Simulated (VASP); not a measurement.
# CsLi3P2 (P6/mmm) in VASP: a series of runs, part 2 of 2

VASP 6.6.1. The steps go on from the part before.

## 4. Relaxation of cell and atoms, PBE

This run uses another cell than the first one, of 31.14 Å³/atom.

File INCAR:

```
SYSTEM = CsLi3P2
PREC = Accurate
ENCUT = 600
EDIFF = 1E-7
ISMEAR = 0
SIGMA = 0.1
LREAL = .False.
LASPH = .True.
NELM = 100
ALGO = Normal
ISIF = 3
LWAVE = .False.
LCHARG = .False.
GGA = PE
IBRION = 2
NSW = 90
EDIFFG = -0.04
```

File KPOINTS:

```
regular mesh
0
Gamma
  3 3 6
  0 0 0
```

File POSCAR:

```
CsLi3P2
1.0
    7.8542916468      0.0000000000      0.0000000000
   -3.9271458234      6.8020160949      0.0000000000
    0.0000000000      0.0000000000      3.4968546900
Cs Li P
1 3 2
Direct
    0.0000000000      0.0000000000      0.0000000000
    0.5000000000      0.0000000000      0.5000000000
    0.0000000000      0.5000000000      0.5000000000
    0.5000000000      0.5000000000      0.5000000000
    0.3333333333      0.6666666667      0.5000000000
    0.6666666667      0.3333333333      0.5000000000
```

Potentials or basis: VASP PAW PBE potentials, release 64 (Cs_sv, Li_sv, P).

Started as:

```
$ cat potpaw_PBE.64/Cs_sv/POTCAR potpaw_PBE.64/Li_sv/POTCAR potpaw_PBE.64/P/POTCAR > POTCAR
$ mpirun -np 1 vasp_std > vasp.out
```

OUTCAR:

```text
SYSTEM = CsLi3P2
   PREC = Accurate
   ENCUT = 600
   EDIFF = 1E-7
   ISMEAR = 0
   LREAL = .False.
   LASPH = .True.
   NELM = 100
   ISIF = 3
   GGA = PE
   IBRION = 2
   NSW = 90
   EDIFFG = -0.04

 ion  position               nearest neighbor table
   1  0.000  0.000  0.000-
   2  0.500  0.000  0.500-   5 2.27   6 2.27
   3  0.000  0.500  0.500-   5 2.27   6 2.27
   4  0.500  0.500  0.500-   5 2.27   6 2.27
   5  0.333  0.667  0.500-   3 2.27   2 2.27   4 2.27
   6  0.667  0.333  0.500-   3 2.27   2 2.27   4 2.27

  LATTYP: Found a hexagonal cell.
 ALAT       =     7.8542916468
 C/A-ratio  =     0.4452157938

  Lattice vectors:

 A1 = (   7.8542916468,   0.0000000000,   0.0000000000)
 A2 = (  -3.9271458234,   6.8020160949,   0.0000000000)
 A3 = (   0.0000000000,   0.0000000000,   3.4968546900)

Analysis of symmetry for initial positions (statically):
=====================================================================
 Subroutine PRICEL returns:
 Original cell was already a primitive cell.

 Routine SETGRP: Setting up the symmetry group for a
 hexagonal supercell.

 Subroutine GETGRP returns: Found 24 space group operations
 (whereof 24 operations were pure point group operations)
 out of a pool of 24 trial point group operations.

The static configuration has the point symmetry D_6h.

Analysis of symmetry for dynamics (positions and initial velocities):
=====================================================================
 Subroutine PRICEL returns:
 Original cell was already a primitive cell.

 Routine SETGRP: Setting up the symmetry group for a
 hexagonal supercell.

 Subroutine GETGRP returns: Found 24 space group operations
 (whereof 24 operations were pure point group operations)
 out of a pool of 24 trial point group operations.

The dynamic configuration has the point symmetry D_6h.

 Subroutine INISYM returns: Found 24 space group operations
 (whereof 24 operations are pure point group operations),
 and found     1 'primitive' translations

----------------------------------------------------------------------------------------

                                     Primitive cell

  volume of cell :     186.8195

  direct lattice vectors                    reciprocal lattice vectors
     7.854291647  0.000000000  0.000000000     0.127318929  0.073507618  0.000000000
    -3.927145823  6.802016095  0.000000000     0.000000000  0.147015236  0.000000000
     0.000000000  0.000000000  3.496854690     0.000000000  0.000000000  0.285971277

  length of vectors
     7.854291647  7.854291647  3.496854690     0.147015236  0.147015236  0.285971277

  position of ions in fractional coordinates (direct lattice)
     0.000000000  0.000000000  0.000000000
     0.500000000  0.000000000  0.500000000
     0.000000000  0.500000000  0.500000000
     0.500000000  0.500000000  0.500000000
     0.333333333  0.666666667  0.500000000
     0.666666667  0.333333333  0.500000000

  ion indices of the primitive-cell ions
   primitive index   ion index
                 1           1
                 2           2
                 3           3
                 4           4
                 5           5
                 6           6

----------------------------------------------------------------------------------------

 KPOINTS: regular mesh

Automatic generation of k-mesh.
 Grid dimensions read from file:
 generate k-points for:    3    3    6

 Generating k-lattice:

  Cartesian coordinates                     Fractional coordinates (reciprocal lattice)
     0.042439643  0.024502539  0.000000000     0.333333333  0.000000000  0.000000000
     0.000000000  0.049005079  0.000000000     0.000000000  0.333333333  0.000000000
     0.000000000  0.000000000  0.047661879     0.000000000  0.000000000  0.166666667

  Length of vectors
     0.049005079  0.049005079  0.047661879

  Shift w.r.t. Gamma in fractional coordinates (k-lattice)
     0.000000000  0.000000000  0.000000000

 Subroutine IBZKPT returns following result:
 ===========================================

 Found     12 irreducible k-points:

 Following reciprocal coordinates:
            Coordinates               Weight
  0.000000  0.000000  0.000000      1.000000
  0.333333  0.000000  0.000000      6.000000
  0.333333  0.333333  0.000000      2.000000
  0.000000  0.000000  0.166667      2.000000
  0.333333  0.000000  0.166667     12.000000
  0.333333  0.333333  0.166667      4.000000
  0.000000  0.000000  0.333333      2.000000
  0.333333  0.000000  0.333333     12.000000
  0.333333  0.333333  0.333333      4.000000
  0.000000  0.000000  0.500000      1.000000
  0.333333  0.000000  0.500000      6.000000
  0.333333  0.333333  0.500000      2.000000
   k-points           NKPTS =     12   k-points in BZ     NKDIM =     12   number of bands    NBANDS=     18
   number of dos      NEDOS =    301   number of ions     NIONS =      6
   total plane-waves  NPLWV = 114688
   dimension x,y,z NGX =    64 NGY =   64 NGZ =   28
   dimension x,y,z NGXF=   128 NGYF=  128 NGZF=   56
   ions per type =               1   3   2
   NGX,Y,Z   is equivalent  to a cutoff of  13.55, 13.55, 13.31 a.u.
   NGXF,Y,Z  is equivalent  to a cutoff of  27.09, 27.09, 26.62 a.u.
 SYSTEM =  CsLi3P2
   PREC   = accura    normal or accurate (medium, high low for compatibility)
   ISTART =      0    job   : 0-new  1-cont  2-samecut
   ICHARG =      2    charge: 1-file 2-atom 10-const
   ISPIN  =      1    spin polarized calculation?
   LNONCOLLINEAR =      F non collinear calculations
   LSORBIT =      F    spin-orbit coupling
   LASPH  =      T    aspherical Exc in radial PAW
   ENCUT  =  600.0 eV  44.10 Ry    6.64 a.u.  15.69 15.69  6.98*2*pi/ulx,y,z
   NELM   =    100;   NELMIN=  2; NELMDL= -5     # of ELM steps
   EDIFF  = 0.1E-06   stopping-criterion for ELM
   LREAL  =      F    real-space projection
   EDIFFG = -.4E-01   stopping-criterion for IOM
   NSW    =     90    number of steps for IOM
   IBRION =      2    ionic relax: 0-MD 1-quasi-New 2-CG
   NFREE  =      1    steps in history (QN), initial steepest desc. (CG)
   ISIF   =      3    stress and relaxation
   ISYM   =      2    0-nonsym 1-usesym 2-fastsym
   POTIM  = 0.5000    time-step for ionic-motion
   TEBEG  =    0.0;   TEEND  =   0.0 temperature during run
   PSTRESS=    0.0 pullay stress
   NELECT =      28.0000    total number of electrons
   NUPDOWN=      -1.0000    fix difference up-down
   EMIN   =  10.00;   EMAX   =-10.00  energy-range for DOS
   EFERMI =   0.00;   METHOD = LEGACY
   ISMEAR =     0;   SIGMA  =   0.10  broadening in eV -4-tet -1-fermi 0-gaus
   EFERMI_NEDOS =   21; number of points for ismear=-14 and -15
   IALGO  =     38    algorithm
   IMIX   =      4    mixing-type and parameters
     AMIX     =   0.40;   BMIX     =  1.00
     AMIX_MAG =   1.60;   BMIX_MAG =  1.00
  volume/ion in A,a.u.               =      31.14       210.12
  Fermi-wavevector in a.u.,A,eV,Ry     =   0.869601  1.643308 10.288809  0.756206
  Thomas-Fermi vector in A             =   1.988447
   LORBIT       =      0    0 simple, 1 ext, 2 COOP (PROOUT), +10 PAW based schemes
   GGA     = PE    functional components
   LHFCALC =     F    Hartree Fock is set to
   AEXX    =    0.0000 exact exchange contribution
   IVDW    =     0    specifies the selected vdW correction
   LEPSILON=     F    determine dielectric tensor
   LRPA    =     F    only Hartree local field effects (RPA)
 conjugate gradient relaxation of ions
 non-spin polarized calculation
 Gauss-broadening in eV      SIGMA  =   0.10
  energy-cutoff  :      600.00
  volume of cell :      186.82
 maximum number of plane-waves:      6296
 NGX is ok and might be reduce to    64
   NGX = 31   NGY = 31   NGZ = 13

--------------------------------------- Ionic step        1  -------------------------------------------

 number of electron      28.0000023 magnetization

 Free energy of the ion-electron system (eV)
  ---------------------------------------------------
  ext. energy  EPLUGINS =         0.00000000
  ---------------------------------------------------
  free energy    TOTEN  =       -17.48798272 eV

  energy without entropy =      -17.48797586  energy(sigma->0) =      -17.48797929

------------------------ aborting loop because EDIFF is reached ----------------------------------------

  FORCE on cell =-STRESS in cart. coord.  units (eV):
  Direction    XX          YY          ZZ          XY          YZ          ZX
  --------------------------------------------------------------------------------------
  -------------------------------------------------------------------------------------
  Total        0.7106134      0.7106134     -2.2741920      0.0000000      0.0000000      0.0000000
  in kB        6.0942700      6.0942700    -19.5036296      0.0000000      0.0000000      0.0000000
  external PRESSURE =      -2.4383632 kB  Pullay stress =       0.0000000 kB
[... 185 lines left out ...]
  energy  without entropy=      -17.5777664930  energy(sigma->0) =      -17.57776661

--------------------------------------- Ionic step        6  -------------------------------------------

 number of electron      28.0000022 magnetization

 Free energy of the ion-electron system (eV)
  ---------------------------------------------------
  ext. energy  EPLUGINS =         0.00000000
  ---------------------------------------------------
  free energy    TOTEN  =       -17.57869952 eV

  energy without entropy =      -17.57869934  energy(sigma->0) =      -17.57869943

 E-fermi :   1.5035     XC(G=0):  -7.2764

 val. band max:        1.1857374084   @ k =   0.0000   0.0000   0.5000
 cond. band min:       1.8208190706   @ k =   0.0000   0.0000   0.1667
 fundamental gap:      0.6350816622
 Fermi energy:         1.5034714714

 k-point     1 :       0.0000    0.0000    0.0000
  band No.  band energies     occupation
      1     -43.9916      2.00000
      2     -43.9908      2.00000
      3     -43.9908      2.00000
      4     -22.9624      2.00000
      5      -9.5973      2.00000
      6      -9.5973      2.00000
[... 10 lines left out ...]
     17       4.1996      0.00000
     18       4.3119      0.00000
[... 262 lines left out ...]
  FREE ENERGIE OF THE ION-ELECTRON SYSTEM (eV)
  ---------------------------------------------------
  free  energy   TOTEN  =       -17.5786995176 eV

  energy  without entropy=      -17.5786993401  energy(sigma->0) =      -17.57869943

 reached required accuracy - stopping structural energy minimisation
```

Run time: 2.5 min. Hardware: 1 thread of AMD EPYC 9R45 (Zen 5), shared host; peak memory 0.34 GiB.

What came out:

* Free energy: -17.5787 eV
* Relaxed volume: 29.32 Å³/atom
* Relaxed cell: a = 7.904 Å, b = 7.904 Å, c = 3.252 Å, α = 90.00°, β = 90.00°, γ = 120.00°
* Space group after relaxing (to 0.1 Å): P6/mmm (No. 191)
* Energy gained by relaxing: 15.1 meV/atom
* Ionic steps: 6
* Pressure after relaxing: -0.1 GPa
* Band gap on the k mesh: zero (bands 14 and 15 overlap by 2.13 eV)

The path:
| step | energy change (eV) | largest force (eV/Å) | pressure (GPa) | volume (Å³) |
| --- | --- | --- | --- | --- |
| 1 | 0.0000 | 0.0000 | -0.24 | 186.82 |
| 2 | -0.0424 | 0.0000 | -0.43 | 185.51 |
| 3 | -0.0752 | 0.0000 | -0.64 | 183.40 |
| 4 | -0.0766 | 0.0000 | -0.68 | 182.85 |
| 5 | -0.0898 | 0.0000 | -0.22 | 177.65 |
| 6 | -0.0907 | 0.0000 | -0.05 | 175.94 |

Final structure:
```yaml
crystal:
  lattice:
    - [7.90440, 0.00000, 0.00000]
    - [-3.95220, 6.84541, 0.00000]
    - [0.00000, 0.00000, 3.25154]
  atoms:
    - { symbol: Cs, position: [0.00000, 0.00000, 0.00000] }
    - { symbol: Li, position: [0.50000, 0.00000, 0.50000] }
    - { symbol: Li, position: [0.00000, 0.50000, 0.50000] }
    - { symbol: Li, position: [0.50000, 0.50000, 0.50000] }
    - { symbol: P, position: [0.33333, 0.66667, 0.50000] }
    - { symbol: P, position: [0.66667, 0.33333, 0.50000] }
```

Caveat: the cutoff is under 1.25 times the usual one of these potentials, so pressure, stress and relaxed cells hold a basis-set (Pulay) error; spin-orbit coupling is left out, which moves the levels of the heavy elements.

## 5. The runs side by side

```tsv
task	cell	k mesh	cutoff (eV)	gap on the mesh (eV)	pressure (GPa)	relaxed volume (Å³/atom)
relaxation of cell and atoms	relaxed from a = 6.332, b = 6.332, c = 4.274 Å, angles 90.0, 90.0, 120.0°, 6 atoms	3 × 3 × 4	600	none	0.0	30.55
single point	a = 7.885, b = 7.885, c = 3.265 Å, angles 90.0, 90.0, 120.0°, 6 atoms	3 × 3 × 6	520	none	-	-
relaxation of cell and atoms	relaxed from a = 7.854, b = 7.854, c = 3.497 Å, angles 90.0, 90.0, 120.0°, 6 atoms	3 × 3 × 6	600	none	-0.1	29.32
```

Alike in all rows: level PBE; potentials or basis VASP PAW PBE potentials, release 64 (Cs_sv, Li_sv, P); no spin polarisation; smearing gaussian 0.1 eV.

Caveats: some runs use coarse meshes; the cutoff is under 1.25 times the usual one of these potentials, so pressure, stress and relaxed cells hold a basis-set (Pulay) error; spin-orbit coupling is left out, which moves the levels of the heavy elements; the volume moved by over 15 % at a fixed basis, so the end points are rough (at least some runs).

Total energies depend on the potentials used, so only differences within one code and one set of settings carry meaning.
